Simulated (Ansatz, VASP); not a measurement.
## Al3Cu in VASP and in Ansatz

INCAR

```
SYSTEM = Al3Cu
PREC = Accurate ; ENCUT = 520
EDIFF = 1E-6 ; ISMEAR = 0
SIGMA = 0.1 ; LREAL = .FALSE.
LASPH = .TRUE. ; NELM = 60
ALGO = Fast ; ISIF = 2
LWAVE = .FALSE. ; LCHARG = .TRUE.
GGA = PS ; LELF = .TRUE.
LVHAR = .TRUE. ; NBANDS = 18
```

File KPOINTS:

```
Automatic mesh
0
G
  12 12 12
  0 0 0
```

POSCAR

```
Al3Cu
1.0
    4.0922223873      0.0000000000      0.0000000000
    0.0000000000      4.0922223873      0.0000000000
    0.0000000000      0.0000000000      4.0922223873
Al Cu
3 1
Direct
    0.0000000000      0.5000000000      0.5000000000
    0.5000000000      0.0000000000      0.5000000000
    0.5000000000      0.5000000000      0.0000000000
    0.0000000000      0.0000000000      0.0000000000
```

Input for Ansatz:

```yaml
crystal:
  lattice:
    - [4.0922223873, 0.0, 0.0]
    - [0.0, 4.0922223873, 0.0]
    - [0.0, 0.0, 4.0922223873]
  atoms:
    - { symbol: Al, position: [0.0, 0.5, 0.5] }
    - { symbol: Al, position: [0.5, 0.0, 0.5] }
    - { symbol: Al, position: [0.5, 0.5, 0.0] }
    - { symbol: Cu, position: [0.0, 0.0, 0.0] }
basis:
  ecutwfc: 420
kpoints:
  mp_grid: { grid: [12, 12, 12] }
hamiltonian:
  xc: pbesol
scf:
  occupations: { method: gaussian, width: 0.1 }
output:
  forces: true
  stress: true
  eigenvalues: true
```

Alike in both runs: task single point; functional PBEsol; k mesh 12 × 12 × 12; occupations gaussian, width 0.1 eV; no spin polarisation.

```csv
,VASP,Ansatz
version,VASP 6.6.1,Ansatz 0.2.0
potentials or method,"VASP PAW PBE potentials, release 64 (Al, Cu), cutoff 520 eV","scalar-relativistic, plane waves, PAW"
valence electrons in the cell,20,28
```

|  | VASP | Ansatz | Ansatz less VASP |
| --- | --- | --- | --- |
| gap on the k mesh at the Fermi level (eV) | none | none | - |
| pressure (GPa) | -11.0 | -10.9 | +0.07 |

VASP's potentials were made for PBE, not for PBEsol. A gap of «none» marks a metal or a gap that the smearing closes. The functional is the same, so the differences come from potentials, cutoffs and numerics. VASP's potentials hold 20 valence electrons a cell and Ansatz's 28, so a difference there can come from the potentials and not from the codes.
